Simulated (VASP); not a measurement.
# AsN (Fm-3m) in VASP: single point with r2SCAN

Aim: the single point of AsN with r2SCAN.

Everything below comes from runs of VASP 6.6.1. Logs are shortened: lines on timing, memory, paths and dates and some standing lists are left out, and cuts for length are marked.

## (1) The cell of the first run

It takes space group Fm-3m (No. 225, cubic). The conventional cell has a = 4.750 Å, b = 4.750 Å, c = 4.750 Å, α = 90.00°, β = 90.00°, γ = 90.00°. N (site symmetry m-3m) has 6 As at 2.38 Å within 3.1 Å. Within 3.1 Å of As (site symmetry m-3m) lie 6 N at 2.38 Å.

## (2) Single point, r2SCAN

The input, POSCAR:

```
AsN
1.0
    0.0000000000      2.3751110000      2.3751110000
    2.3751110000      0.0000000000      2.3751110000
    2.3751110000      2.3751110000      0.0000000000
N As
1 1
Direct
    0.5000000000      0.5000000000      0.5000000000
    0.0000000000      0.0000000000      0.0000000000
```

The input, INCAR.step1:

```
SYSTEM = AsN
PREC = Accurate
ENCUT = 660
ISMEAR = -1
SIGMA = 0.1
LREAL = .FALSE.
LASPH = .TRUE.
NELM = 120
NBANDS = 12
GGA = PE
ALGO = Normal
EDIFF = 1E-5
LWAVE = .TRUE.
LCHARG = .FALSE.
GGA_COMPAT = .FALSE.
```

The input, INCAR.step2:

```
SYSTEM = AsN
PREC = Accurate
ENCUT = 660
EDIFF = 1E-6
ISMEAR = -1
SIGMA = 0.1
LREAL = .FALSE.
LASPH = .TRUE.
NELM = 120
ALGO = Normal
ISIF = 2
LWAVE = .FALSE.
LCHARG = .FALSE.
METAGGA = R2SCAN
LMIXTAU = .TRUE.
NBANDS = 12
ISTART = 1
GGA_COMPAT = .FALSE.
```

The input, KPOINTS:

```
regular mesh
0
G
  12 12 12
  0 0 0
```

Potentials or basis: VASP PAW PBE potentials, release 64 (N, As).

Started as:

```bash
$ cat potpaw_PBE.64/N/POTCAR potpaw_PBE.64/As/POTCAR > POTCAR
$ cp INCAR.step1 INCAR
$ mpirun -np 1 vasp_std > vasp.out
$ cp INCAR.step2 INCAR
$ mpirun -np 1 vasp_std > vasp.out
```

OUTCAR:

```text
SYSTEM = AsN
   PREC = Accurate
   ENCUT = 660
   EDIFF = 1E-6
   ISMEAR = -1
   LREAL = .FALSE.
   LASPH = .TRUE.
   NELM = 120
   ISIF = 2
   METAGGA = R2SCAN
   ISTART = 1

 ion  position               nearest neighbor table
   1  0.500  0.500  0.500-
   2  0.000  0.000  0.000-

  LATTYP: Found a face centered cubic cell.
 ALAT       =     4.7502220000

  Lattice vectors:

 A1 = (   0.0000000000,   2.3751110000,   2.3751110000)
 A2 = (   2.3751110000,   0.0000000000,   2.3751110000)
 A3 = (   2.3751110000,   2.3751110000,   0.0000000000)

Analysis of symmetry for initial positions (statically):
=====================================================================
 Subroutine PRICEL returns:
 Original cell was already a primitive cell.

 Routine SETGRP: Setting up the symmetry group for a
 face centered cubic supercell.

 Subroutine GETGRP returns: Found 48 space group operations
 (whereof 48 operations were pure point group operations)
 out of a pool of 48 trial point group operations.

The static configuration has the point symmetry O_h .

Analysis of symmetry for dynamics (positions and initial velocities):
=====================================================================
 Subroutine PRICEL returns:
 Original cell was already a primitive cell.

 Routine SETGRP: Setting up the symmetry group for a
 face centered cubic supercell.

 Subroutine GETGRP returns: Found 48 space group operations
 (whereof 48 operations were pure point group operations)
 out of a pool of 48 trial point group operations.

The dynamic configuration has the point symmetry O_h .

 Subroutine INISYM returns: Found 48 space group operations
 (whereof 48 operations are pure point group operations),
 and found     1 'primitive' translations

----------------------------------------------------------------------------------------

                                     Primitive cell

  volume of cell :      26.7967

  direct lattice vectors                    reciprocal lattice vectors
     0.000000000  2.375111000  2.375111000    -0.210516477  0.210516477  0.210516477
     2.375111000  0.000000000  2.375111000     0.210516477 -0.210516477  0.210516477
     2.375111000  2.375111000  0.000000000     0.210516477  0.210516477 -0.210516477

  length of vectors
     3.358914188  3.358914188  3.358914188     0.364625234  0.364625234  0.364625234

  position of ions in fractional coordinates (direct lattice)
     0.500000000  0.500000000  0.500000000
     0.000000000  0.000000000  0.000000000

  ion indices of the primitive-cell ions
   primitive index   ion index
[... 83 lines left out ...]
   TEBEG  =    0.0;   TEEND  =   0.0 temperature during run
   PSTRESS=    0.0 pullay stress
   NELECT =      10.0000    total number of electrons
   NUPDOWN=      -1.0000    fix difference up-down
   EMIN   =  10.00;   EMAX   =-10.00  energy-range for DOS
   EFERMI =   0.00;   METHOD = LEGACY
   ISMEAR =    -1;   SIGMA  =   0.10  broadening in eV -4-tet -1-fermi 0-gaus
   EFERMI_NEDOS =   21; number of points for ismear=-14 and -15
   IALGO  =     38    algorithm
   IMIX   =      4    mixing-type and parameters
     AMIX     =   0.40;   BMIX     =  1.00
     AMIX_MAG =   1.60;   BMIX_MAG =  1.00
  volume/ion in A,a.u.               =      13.40        90.42
  Fermi-wavevector in a.u.,A,eV,Ry     =   1.178639  2.227305 18.901086  1.389191
  Thomas-Fermi vector in A             =   2.314965
   LORBIT       =      0    0 simple, 1 ext, 2 COOP (PROOUT), +10 PAW based schemes
   METAGGA = R2SCAN    functional components
   LHFCALC =     F    Hartree Fock is set to
   AEXX    =    0.0000 exact exchange contribution
   IVDW    =     0    specifies the selected vdW correction
   LEPSILON=     F    determine dielectric tensor
   LRPA    =     F    only Hartree local field effects (RPA)
 non-spin polarized calculation
  energy-cutoff  :      660.00
  volume of cell :       26.80
 maximum number of plane-waves:      1056
   NGX = 15   NGY = 15   NGZ = 15

 number of electron      10.0000000 magnetization

 Free energy of the ion-electron system (eV)
  ---------------------------------------------------
  ext. energy  EPLUGINS =         0.00000000
  ---------------------------------------------------
  free energy    TOTEN  =       -21.52063230 eV

  energy without entropy =      -21.51474060  energy(sigma->0) =      -21.51768645

 E-fermi :   6.1573     XC(G=0): -11.6267

 val. band max:        6.0727831839   @ k =  -0.2500   0.1667   0.0000
 cond. band min:       6.2213019151   @ k =  -0.4167   0.0833   0.0000
 fundamental gap:      0.1485187311
 Fermi energy:         6.1572529309

 k-point     1 :       0.0000    0.0000    0.0000
  band No.  band energies     occupation
      1     -12.1332      2.00000
      2      -0.7458      2.00000
      3       3.4776      2.00000
      4       3.4776      2.00000
      5       3.4776      2.00000
      6      11.1403      0.00000
      7      11.1403      0.00000
      8      11.1403      0.00000
      9      16.0416      0.00000
     10      16.0416      0.00000
     11      16.0416      0.00000
     12      19.9073      0.00000
[... 331 lines left out ...]
 k-point    24 :      -0.4167    0.1667    0.0000
  band No.  band energies     occupation
      1      -9.1480      2.00000
      2      -5.9487      2.00000
      3       1.3608      2.00000
      4       3.2341      2.00000
      5       4.6164      2.00000
      6       7.4653      0.00000
      7       8.2255      0.00000
      8      10.2332      0.00000
      9      17.1705      0.00000
     10      19.3198      0.00000
     11      21.1716      0.00000
     12      25.0511      0.00000

 [... further k-points ...]

------------------------ aborting loop because EDIFF is reached ----------------------------------------

  FORCE on cell =-STRESS in cart. coord.  units (eV):
  Direction    XX          YY          ZZ          XY          YZ          ZX
  --------------------------------------------------------------------------------------
  -------------------------------------------------------------------------------------
  Total       -2.7207910     -2.7207910     -2.7207910     -0.0000000      0.0000000      0.0000000
  in kB     -162.6762083   -162.6762083   -162.6762083     -0.0000000      0.0000000      0.0000000
  external PRESSURE =    -162.6762083 kB  Pullay stress =       0.0000000 kB

 VOLUME and BASIS-vectors are now :
 -----------------------------------------------------------------------------
  energy-cutoff  :      660.00
  volume of cell :       26.80
      direct lattice vectors                 reciprocal lattice vectors
     0.000000000  2.375111000  2.375111000    -0.210516477  0.210516477  0.210516477
     2.375111000  0.000000000  2.375111000     0.210516477 -0.210516477  0.210516477
     2.375111000  2.375111000  0.000000000     0.210516477  0.210516477 -0.210516477

 POSITION                                       TOTAL-FORCE (eV/Angst)
 -----------------------------------------------------------------------------------
      2.37511      2.37511      2.37511        -0.000000     -0.000000     -0.000000
      0.00000      0.00000      0.00000         0.000000      0.000000      0.000000
 -----------------------------------------------------------------------------------
    total drift:                                0.000000      0.000000      0.000000

  FREE ENERGIE OF THE ION-ELECTRON SYSTEM (eV)
  ---------------------------------------------------
  free  energy   TOTEN  =       -21.5206323042 eV

  energy  without entropy=      -21.5147405965  energy(sigma->0) =      -21.51768645
```

It took 2.6 min on 1 thread of Intel Xeon 8259CL, shared host; peak memory 0.19 GiB.

Results:

* Free energy: -21.5206 eV
* Pressure: -16.3 GPa
* Band gap on the k mesh: 0.15 eV (least direct gap 0.32 eV)

Caveat: the cell stands under tension; the PAW data sets were made with another functional, which shifts forces and pressure a little. A k mesh can miss the band edges.
